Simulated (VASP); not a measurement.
# Ni (Fm-3m) in VASP: further runs, part 2 of 2

VASP 6.6.1.

**3. Single point, r2SCAN, collinear spin, antiferromagnetic start**

Contents of POSCAR:

```
Ni
1.0
    0.0000000000      3.5170000000      3.5170000000
    1.7585000000      0.0000000000      1.7585000000
    1.7585000000      1.7585000000      0.0000000000
Ni
2
Direct
    0.0000000000      0.0000000000      0.0000000000
    0.5000000000      0.0000000000      0.0000000000
```

Contents of INCAR.step1:

```
SYSTEM = Ni
PREC = Accurate
ENCUT = 520
ISMEAR = 0
SIGMA = 0.1
LREAL = .FALSE.
LASPH = .TRUE.
NELM = 150
ISPIN = 2
MAGMOM = 0.8 -0.8
LMAXMIX = 4
NBANDS = 21
GGA = PE
ALGO = Normal
EDIFF = 1E-4
LWAVE = .TRUE.
LCHARG = .FALSE.
```

Contents of INCAR.step2:

```
SYSTEM = Ni
PREC = Accurate
ENCUT = 520
EDIFF = 1E-7
ISMEAR = 0
SIGMA = 0.1
LREAL = .FALSE.
LASPH = .TRUE.
NELM = 150
ALGO = Normal
ISIF = 2
LWAVE = .FALSE.
LCHARG = .FALSE.
ISPIN = 2
MAGMOM = 0.8 -0.8
LORBIT = 11
LMAXMIX = 4
METAGGA = R2SCAN
LMIXTAU = .TRUE.
NBANDS = 21
ISTART = 1
```

Contents of KPOINTS:

```
Automatic mesh
0
G
  6 12 12
  0 0 0
```

Potentials or basis: VASP PAW PBE potentials, release 64 (Ni).

Run with:

```
cat potpaw_PBE.64/Ni/POTCAR > POTCAR
cp INCAR.step1 INCAR
mpirun -np 1 vasp_std > vasp.out
cp INCAR.step2 INCAR
mpirun -np 1 vasp_std > vasp.out
```

OUTCAR:

```text
SYSTEM = Ni
   PREC = Accurate
   ENCUT = 520
   EDIFF = 1E-7
   ISMEAR = 0
   LREAL = .FALSE.
   LASPH = .TRUE.
   NELM = 150
   ISIF = 2
   ISPIN = 2
   LORBIT = 11
   METAGGA = R2SCAN
   ISTART = 1

 ion  position               nearest neighbor table
   1  0.000  0.000  0.000-   2 2.49   2 2.49   2 2.49   2 2.49   2 2.49   2 2.49
   2  0.500  0.000  0.000-   1 2.49   1 2.49   1 2.49   1 2.49   1 2.49   1 2.49

  LATTYP: Found a trigonal (rhomboedric) cell.
 ALAT       =     4.3074277127
 COS(alpha) =     0.8333333333

  Lattice vectors:

 A1 = (   1.7585000000,  -1.7585000000,  -3.5170000000)
 A2 = (   3.5170000000,  -1.7585000000,  -1.7585000000)
 A3 = (   1.7585000000,  -3.5170000000,  -1.7585000000)

Analysis of symmetry for initial positions (statically):
=====================================================================
 Subroutine PRICEL returns following result:

  LATTYP: Found a face centered cubic cell.
 ALAT       =     3.5170000000
[... 12 lines left out ...]
 Subroutine GETGRP returns: Found 12 space group operations
 (whereof 12 operations were pure point group operations)
 out of a pool of 12 trial point group operations.

The static configuration has the point symmetry D_3d.

Analysis of symmetry for dynamics (positions and initial velocities):
=====================================================================
 Subroutine PRICEL returns following result:

  LATTYP: Found a face centered cubic cell.
 ALAT       =     3.5170000000
[... 12 lines left out ...]
 Subroutine GETGRP returns: Found 12 space group operations
 (whereof 12 operations were pure point group operations)
 out of a pool of 12 trial point group operations.

The dynamic configuration has the point symmetry D_3d.

Analysis of structural, dynamic, and magnetic symmetry:
=====================================================================
 Subroutine PRICEL returns following result:

  LATTYP: Found a face centered cubic cell.
 ALAT       =     3.5170000000
[... 12 lines left out ...]
 Subroutine GETGRP returns: Found 12 space group operations
 (whereof 12 operations were pure point group operations)
 out of a pool of 12 trial point group operations.

The overall configuration has the point symmetry D_3d.

 Subroutine INISYM returns: Found 12 space group operations
 (whereof 12 operations are pure point group operations),
 and found     2 'primitive' translations

----------------------------------------------------------------------------------------

                                     Primitive cell

  volume of cell :      10.8757

  direct lattice vectors                    reciprocal lattice vectors
     0.000000000  1.758500000  1.758500000    -0.284333239  0.284333239  0.284333239
     1.758500000  0.000000000  1.758500000     0.284333239 -0.284333239  0.284333239
     1.758500000  1.758500000  0.000000000     0.284333239  0.284333239 -0.284333239

  length of vectors
     2.486894549  2.486894549  2.486894549     0.492479615  0.492479615  0.492479615

  position of ions in fractional coordinates (direct lattice)
     0.000000000  0.000000000  0.000000000

  ion indices of the primitive-cell ions
   primitive index   ion index
                 1           1

----------------------------------------------------------------------------------------

 KPOINTS: Automatic mesh

[... 82 lines left out ...]
   LSORBIT =      F    spin-orbit coupling
   LASPH  =      T    aspherical Exc in radial PAW
   ENCUT  =  520.0 eV  38.22 Ry    6.18 a.u.   9.25  4.62  4.62*2*pi/ulx,y,z
   NELM   =    150;   NELMIN=  2; NELMDL=  0     # of ELM steps
   EDIFF  = 0.1E-06   stopping-criterion for ELM
   LREAL  =      F    real-space projection
   EDIFFG = 0.1E-05   stopping-criterion for IOM
   NSW    =      0    number of steps for IOM
   IBRION =     -1    ionic relax: 0-MD 1-quasi-New 2-CG
   NFREE  =      0    steps in history (QN), initial steepest desc. (CG)
   ISIF   =      2    stress and relaxation
   ISYM   =      2    0-nonsym 1-usesym 2-fastsym
   POTIM  = 0.5000    time-step for ionic-motion
   TEBEG  =    0.0;   TEEND  =   0.0 temperature during run
   PSTRESS=    0.0 pullay stress
   NELECT =      20.0000    total number of electrons
   NUPDOWN=      -1.0000    fix difference up-down
   EMIN   =  10.00;   EMAX   =-10.00  energy-range for DOS
   EFERMI =   0.00;   METHOD = LEGACY
   ISMEAR =     0;   SIGMA  =   0.10  broadening in eV -4-tet -1-fermi 0-gaus
   EFERMI_NEDOS =   21; number of points for ismear=-14 and -15
   IALGO  =     38    algorithm
   IMIX   =      4    mixing-type and parameters
     AMIX     =   0.40;   BMIX     =  1.00
     AMIX_MAG =   1.60;   BMIX_MAG =  1.00
  volume/ion in A,a.u.               =      10.88        73.39
  Fermi-wavevector in a.u.,A,eV,Ry     =   1.591924  3.008301 34.480204  2.534224
  Thomas-Fermi vector in A             =   2.690389
   LORBIT       =     11    0 simple, 1 ext, 2 COOP (PROOUT), +10 PAW based schemes
   METAGGA = R2SCAN    functional components
   LHFCALC =     F    Hartree Fock is set to
   AEXX    =    0.0000 exact exchange contribution
   IVDW    =     0    specifies the selected vdW correction
   LEPSILON=     F    determine dielectric tensor
   LRPA    =     F    only Hartree local field effects (RPA)
 spin polarized calculation
 Gauss-broadening in eV      SIGMA  =   0.10
  energy-cutoff  :      520.00
  volume of cell :       21.75
 maximum number of plane-waves:       604
 NGX is ok and might be reduce to    40
   NGX = 19   NGY =  9   NGZ =  9

 number of electron      20.0000023 magnetization       0.0000000

 number of electron      20.0000023 magnetization      -0.0000000

 Free energy of the ion-electron system (eV)
  ---------------------------------------------------
  ext. energy  EPLUGINS =         0.00000000
  ---------------------------------------------------
  free energy    TOTEN  =       -23.70834388 eV

  energy without entropy =      -23.69333601  energy(sigma->0) =      -23.70083994

 E-fermi :   9.0869     XC(G=0): -14.3663

 val. band max:        9.0820684864   @ k =   0.3333   0.5000   0.2500
 cond. band min:       9.0891062069   @ k =   0.1667   0.3333   0.0833
 fundamental gap:      0.0070377205
 Fermi energy:         9.0869296499

 spin component 1

 k-point     1 :       0.0000    0.0000    0.0000
  band No.  band energies     occupation
      1      -0.1912      1.00000
      2       4.3696      1.00000
      3       6.7341      1.00000
      4       6.7342      1.00000
      5       7.1753      1.00000
      6       7.2570      1.00000
[... 565 lines left out ...]
     20      35.9613      0.00000
     21      40.1542      0.00000

 [... further k-points ...]

 spin component 2

 k-point     1 :       0.0000    0.0000    0.0000
  band No.  band energies     occupation
      1      -0.1912      1.00000
      2       4.3696      1.00000
      3       6.7341      1.00000
      4       6.7342      1.00000
      5       7.1753      1.00000
      6       7.2570      1.00000
[... 565 lines left out ...]
     20      35.9613      0.00000
     21      40.1542      0.00000

 [... further k-points ...]

------------------------ aborting loop because EDIFF is reached ----------------------------------------

  FORCE on cell =-STRESS in cart. coord.  units (eV):
  Direction    XX          YY          ZZ          XY          YZ          ZX
  --------------------------------------------------------------------------------------
  -------------------------------------------------------------------------------------
  Total       -0.9685483     -0.9685483     -0.9685483     -0.1127427      0.1127427     -0.1127427
  in kB      -71.3419123    -71.3419123    -71.3419123     -8.3044697      8.3044697     -8.3044697
  external PRESSURE =     -71.3419123 kB  Pullay stress =       0.0000000 kB

 VOLUME and BASIS-vectors are now :
 -----------------------------------------------------------------------------
  energy-cutoff  :      520.00
  volume of cell :       21.75
      direct lattice vectors                 reciprocal lattice vectors
     0.000000000  3.517000000  3.517000000    -0.142166619  0.142166619  0.142166619
     1.758500000  0.000000000  1.758500000     0.284333239 -0.284333239  0.284333239
     1.758500000  1.758500000  0.000000000     0.284333239  0.284333239 -0.284333239

 POSITION                                       TOTAL-FORCE (eV/Angst)
 -----------------------------------------------------------------------------------
      0.00000      0.00000      0.00000        -0.000000      0.000000      0.000000
      0.00000      1.75850      1.75850         0.000000     -0.000000     -0.000000
 -----------------------------------------------------------------------------------
    total drift:                               -0.000000     -0.000000     -0.000000

  FREE ENERGIE OF THE ION-ELECTRON SYSTEM (eV)
  ---------------------------------------------------
  free  energy   TOTEN  =       -23.7083438762 eV

  energy  without entropy=      -23.6933360070  energy(sigma->0) =      -23.70083994

 total charge

# of ion       s       p       d       tot
------------------------------------------
    1        0.509   0.510   8.332   9.350
    2        0.509   0.510   8.332   9.350
--------------------------------------------------
tot          1.017   1.020  16.663  18.700

 magnetization (x)

# of ion       s       p       d       tot
------------------------------------------
    1       -0.003  -0.002   0.489   0.484
    2        0.003   0.002  -0.489  -0.484
--------------------------------------------------
tot          0.000   0.000   0.000   0.000
```

Wall time 3.5 min (1 thread of Intel Xeon Platinum 8488C (Sapphire Rapids), shared host); peak memory 0.19 GiB.

Results:

```yaml
Free_energy: -23.7083 eV
Pressure: -7.1 GPa
Band_gap_on_the_k_mesh: zero (filled and empty bands overlap)
Net_moment: 0.00 μB per cell
Site_moments: Ni +0.48, -0.48 μB
Valence_electrons_inside_the_program's_atomic_spheres: Ni 9.35
```

Stress tensor (GPa, compression positive):
```
-7.13 -0.83 -0.83
-0.83 -7.13  0.83
-0.83  0.83 -7.13
```

Caveat: the cell stands under tension; the antiferromagnetic order is the one typed at the start, and another may lie lower; the PAW data sets were made with another functional, which shifts forces and pressure a little.

The gap in the log of VASP goes by the Fermi energy; the results here count the filled bands.